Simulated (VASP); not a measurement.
# Al16O in VASP: a series of runs, part 2 of 2

VASP 6.6.1. Earlier steps stand in the parts before.

## 4. Single point, PBE+D3(BJ)

The input, INCAR:

```
PREC     = Accurate       # precision mode
ENCUT    = 520            # plane-wave cutoff, eV
EDIFF    = 1E-6           # SCF threshold, eV
ISMEAR   = -1             # smearing method
SIGMA    = 0.15           # smearing width, eV
LREAL    = False          # projectors in reciprocal space
LASPH    = True           # aspherical terms in the spheres
NELM     = 120            # most SCF steps
ALGO     = Normal         # electronic algorithm
ISIF     = 2              # what is computed and relaxed
LWAVE    = False          # write WAVECAR
LCHARG   = False          # write CHGCAR
GGA      = PE             # functional
IVDW     = 12             # dispersion correction
NBANDS   = 41             # bands
GGA_COMPAT= False        
NELMDL   = -8
```

The input, KPOINTS:

```
regular mesh
0
Gamma
  3 3 1
```

The input, POSCAR:

```
Al16O
1.0
    5.7275650000      0.0000000000      0.0000000000
    0.0000000000      5.7275650000      0.0000000000
    0.0000000000      0.0000000000     17.0750000000
Al O
16 1
Direct
    0.2499999564      0.2499999564      0.0585652123
    0.7500000436      0.2499999564      0.0585652123
    0.2499999564      0.7500000436      0.0585652123
    0.7500000436      0.7500000436      0.0585652123
   -0.0000441723      0.0001524208      0.1745793265
    0.4998635546     -0.0000452199      0.1746777160
   -0.0000420772      0.4998003515      0.1745795022
    0.4998632054      0.4999990397      0.1746771303
    0.2483317082      0.2499131830      0.2944811127
    0.7499639026      0.2499308170      0.2979991801
    0.2456890494      0.7499097784      0.2976770132
    0.7475864525      0.7499384119      0.2875729429
   -0.0150561364     -0.0119253121      0.4123293119
    0.5021261217     -0.0065209212      0.4096725037
   -0.0151350530      0.5118180239      0.4123352269
    0.5020493002      0.5062723863      0.4096709224
   -0.2081545997      0.7498062440      0.4600124744
```

Potentials or basis: VASP PAW PBE potentials, release 64 (Al, O).

Started as:

```bash
$ cat potpaw_PBE.64/Al/POTCAR potpaw_PBE.64/O/POTCAR > POTCAR
$ mpirun -np 1 vasp_std > vasp.out
```

OUTCAR:

```text
PREC = Accurate
   ENCUT = 520
   EDIFF = 1E-6
   ISMEAR = -1
   LREAL = False
   LASPH = True
   NELM = 120
   ISIF = 2
   GGA = PE
   IVDW = 12
   NELMDL = -8
 IVDW          = 12

 ion  position               nearest neighbor table
   1  0.250  0.250  0.059-   7 2.83   5 2.83   8 2.83   6 2.83   2 2.86   3 2.86   2 2.86   3 2.86

   2  0.750  0.250  0.059-   7 2.83   5 2.83   8 2.83   6 2.83   1 2.86   4 2.86   4 2.86   1 2.86

   3  0.250  0.750  0.059-   5 2.83   6 2.83   7 2.83   8 2.83   1 2.86   4 2.86   4 2.86   1 2.86
[... 12 lines left out ...]
                             6 2.88   8 2.88  13 2.93  15 2.93
  10  0.750  0.250  0.298-  16 2.79  14 2.79  15 2.81  13 2.81   9 2.86  12 2.87  12 2.87   9 2.87
                             6 2.92   8 2.92   5 2.92   7 2.92
  11  0.246  0.750  0.298-  16 2.79  14 2.79  13 2.81  15 2.82  12 2.86   9 2.86   9 2.86  12 2.88
                             7 2.91   5 2.91   8 2.93   6 2.93
  12  0.748  0.750  0.288-   8 2.79   6 2.79   7 2.80   5 2.80  11 2.86  10 2.87  10 2.87  15 2.87
                            13 2.87  14 2.88  16 2.88  11 2.88
  13  0.985  0.988  0.412-  17 1.94  15 2.73  14 2.77  10 2.81  11 2.81  12 2.87   9 2.93  14 2.96
                            15 3.00
  14  0.502  0.993  0.410-  17 2.33  13 2.77  11 2.79  16 2.79  10 2.79   9 2.85  12 2.88  16 2.94
[... 213 lines left out ...]
      4      -5.2271      2.00000
      5      -5.1114      2.00000
      6      -4.9880      2.00000
[... 199 lines left out ...]
     38       4.3699      0.00000
     39       4.7457      0.00000
 [bands above 39 left out]

------------------------ aborting loop because EDIFF is reached ----------------------------------------

 Edisp (eV)   -3.97761

 E8    (eV) :    -1.8300

  FORCE on cell =-STRESS in cart. coord.  units (eV):
  Direction    XX          YY          ZZ          XY          YZ          ZX
  --------------------------------------------------------------------------------------
  -------------------------------------------------------------------------------------
  Total     -11.30569   -11.74419    -0.31346    -0.00366     0.00387     0.97505
  in kB     -32.33753   -33.59176    -0.89658    -0.01046     0.01107     2.78892
  external pressure =      -22.28 kB  Pullay stress =        0.00 kB

 VOLUME and BASIS-vectors are now :
 -----------------------------------------------------------------------------
  energy-cutoff  :      520.00
  volume of cell :      560.15
      direct lattice vectors                 reciprocal lattice vectors
     5.727565000  0.000000000  0.000000000     0.174594265  0.000000000  0.000000000
     0.000000000  5.727565000  0.000000000     0.000000000  0.174594265  0.000000000
     0.000000000  0.000000000 17.075000000     0.000000000  0.000000000  0.058565154

 POSITION                                       TOTAL-FORCE (eV/Angst)
 -----------------------------------------------------------------------------------
      1.43189      1.43189      1.00000        -0.010700     -0.000078      0.036842
      4.29567      1.43189      1.00000        -0.000468     -0.000243     -0.003065
      1.43189      4.29567      1.00000         0.039728     -0.000101      0.012007
      4.29567      4.29567      1.00000        -0.026814     -0.000003      0.019635
      5.72731      0.00087      2.98094        -0.001083      0.007998     -0.008008
      2.86300      5.72731      2.98262        -0.011698      0.005316     -0.001887
[... 9 lines left out ...]
      2.87552      2.89971      6.99513        -0.193566     -0.083842     -0.090301
      4.53535      4.29456      7.85471         0.593264      0.002831      0.128563
 -----------------------------------------------------------------------------------
    total drift:                               -0.000367      0.000039     -0.000368

  FREE ENERGIE OF THE ION-ELECTRON SYSTEM (eV)
  ---------------------------------------------------
  free  energy   TOTEN  =       -68.5070736156 eV

  energy  without entropy=      -68.0573057213  energy(sigma->0) =      -68.28218967
```

OSZICAR:

```text
N       E                     dE             d eps       ncg     rms          rms(c)
DAV:   1     0.183584220401E+03    0.18358E+03   -0.17945E+04   410   0.990E+02
DAV:   2    -0.403253332516E+02   -0.22391E+03   -0.21174E+03   521   0.166E+02
DAV:   3    -0.678935684357E+02   -0.27568E+02   -0.26908E+02   604   0.527E+01
[... 16 lines left out ...]
DAV:  20    -0.645293333576E+02   -0.38775E-03   -0.11294E-04   572   0.701E-02    0.110E-02
DAV:  21    -0.645294241943E+02   -0.90837E-04   -0.10450E-04   500   0.394E-02    0.126E-02
DAV:  22    -0.645294630894E+02   -0.38895E-04   -0.11237E-05   572   0.196E-02    0.367E-03
DAV:  23    -0.645294676317E+02   -0.45423E-05   -0.91626E-06   516   0.113E-02    0.280E-03
DAV:  24    -0.645294685390E+02   -0.90726E-06   -0.29186E-07   332   0.258E-03
   1 F= -.68507074E+02 E0= -.68282190E+02  d E =-.449768E+00
```

Wall time 7.2 min (1 thread of Intel Xeon 8259CL, shared host); peak memory 0.66 GiB.

Results:

* Free energy: -68.5071 eV
* Largest force: 0.607 eV/Å
* Band gap on the k mesh: 0.12 eV (least direct gap 0.19 eV)
* Dispersion energy per atom: -0.234 eV

Forces on the atoms (eV/Å):
```
Al  -0.011  0.000  0.037
Al   0.000  0.000 -0.003
Al   0.040  0.000  0.012
Al  -0.027  0.000  0.020
Al  -0.001  0.008 -0.008
Al  -0.012  0.005 -0.002
Al  -0.001 -0.008 -0.008
Al  -0.012 -0.005 -0.002
Al  -0.044  0.000 -0.018
Al  -0.010  0.000  0.017
Al  -0.087  0.000 -0.033
Al  -0.047  0.000  0.014
Al   0.002  0.066  0.014
Al  -0.194  0.084 -0.091
Al   0.005 -0.070  0.013
Al  -0.194 -0.084 -0.090
O    0.593  0.003  0.129
```

Levels at points of the mesh, in eV from the valence-band top:
```tsv
k point	band 23	band 24	band 25	band 26	band 27	band 28	band 29	band 30	band 31	band 32
(0.00, 0.00, 0.00)	-1.49	-1.08	-0.96	-0.95	-0.90	0.12	0.31	0.34	0.58	0.59
```

## 5. Single point, PBE+D3(BJ)

The input, INCAR:

```
SYSTEM = Al16O
PREC = Accurate
ENCUT = 520
EDIFF = 1E-6
ISMEAR = -1
SIGMA = 0.15
LREAL = .False.
LASPH = .True.
NELM = 120
ALGO = Normal
ISIF = 2
LWAVE = .False.
LCHARG = .True.
GGA = PE
IVDW = 12
LELF = .True.
LVHAR = .True.
NBANDS = 41
GGA_COMPAT = .False.
NELMDL = -8
```

The input, KPOINTS:

```
regular mesh
0
Gamma
  3 3 1
  0 0 0
```

The input, POSCAR:

```
Al16O
1.0
    5.7275650000      0.0000000000      0.0000000000
    0.0000000000      5.7275650000      0.0000000000
    0.0000000000      0.0000000000     17.0750000000
Al O
16 1
Direct
    0.2499999564      0.2499999564      0.0585652123
    0.7500000436      0.2499999564      0.0585652123
    0.2499999564      0.7500000436      0.0585652123
    0.7500000436      0.7500000436      0.0585652123
    0.0001517224     -0.0034833302      0.1739704832
    0.4998832837     -0.0033969060      0.1739948463
   -0.0004551672      0.4988262901      0.1749871742
    0.5007957134      0.4989481569      0.1749912152
    0.2499002630      0.2406719086      0.2925194143
    0.7501601466      0.2322452910      0.2936179795
    0.2495418210      0.7475967536      0.2975762811
    0.7497767376      0.7428102518      0.2905372182
   -0.0050386159     -0.0127471273      0.4144695754
    0.5097000209     -0.0152268896      0.4148958126
   -0.0012033037      0.4858584756      0.4058133529
    0.4983824714      0.4834293456      0.4053562518
   -0.2447678900      0.8723061196      0.4688976281
```

Started as:

```bash
$ cat potpaw_PBE.64/Al/POTCAR potpaw_PBE.64/O/POTCAR > POTCAR
$ mpirun -np 1 vasp_std > vasp.out
```

Wall time 8.2 min (1 thread of Intel Xeon 8259CL, shared host); peak memory 0.66 GiB.

The run converged. Its results:

- Free energy: -68.9402 eV
- Largest force: 0.617 eV/Å
- Band gap on the k mesh: 0.18 eV (least direct gap 0.22 eV)
- Dispersion energy per atom: -0.234 eV

Forces in eV/Å, atoms in the order of the input:
```
Al   0.000 -0.011 -0.001
Al   0.001  0.093  0.056
Al   0.004 -0.029 -0.044
Al  -0.001 -0.085  0.025
Al  -0.005 -0.020 -0.015
Al   0.000 -0.018 -0.015
Al  -0.004 -0.009  0.005
Al   0.004 -0.008  0.003
Al  -0.003 -0.052 -0.033
Al  -0.006 -0.096 -0.061
Al   0.001 -0.011 -0.008
Al  -0.003 -0.037  0.034
Al   0.178  0.040 -0.026
Al  -0.025 -0.044  0.055
Al   0.045 -0.132 -0.097
Al  -0.060 -0.150 -0.087
O   -0.125  0.568  0.206
```

Levels at points of the mesh, in eV from the valence-band top:
| k point | band 25 | band 26 | band 27 | band 28 | band 29 | band 30 |
| --- | --- | --- | --- | --- | --- | --- |
| (0.00, 0.00, 0.00) | -1.02 | -0.96 | -0.78 | 0.18 | 0.30 | 0.35 |

## 6. The runs side by side

| cell | gap on the mesh (eV) | largest force (eV/Å) |
| --- | --- | --- |
| as given, atomic positions A | 0.18 | 0.23 |
| as given, atomic positions B | 0.18 | 0.62 |
| as given, atomic positions C | 0.12 | 0.61 |
| as given, atomic positions D | 0.18 | 0.62 |

Alike in all rows: task single point; level PBE+D3(BJ); potentials or basis VASP PAW PBE potentials, release 64 (Al, O); no spin polarisation; k mesh 3 × 3 × 1; cutoff (eV) 520; smearing fermi-dirac 0.15 eV.

Total energies depend on the potentials used, so only differences within one code and one set of settings carry meaning.
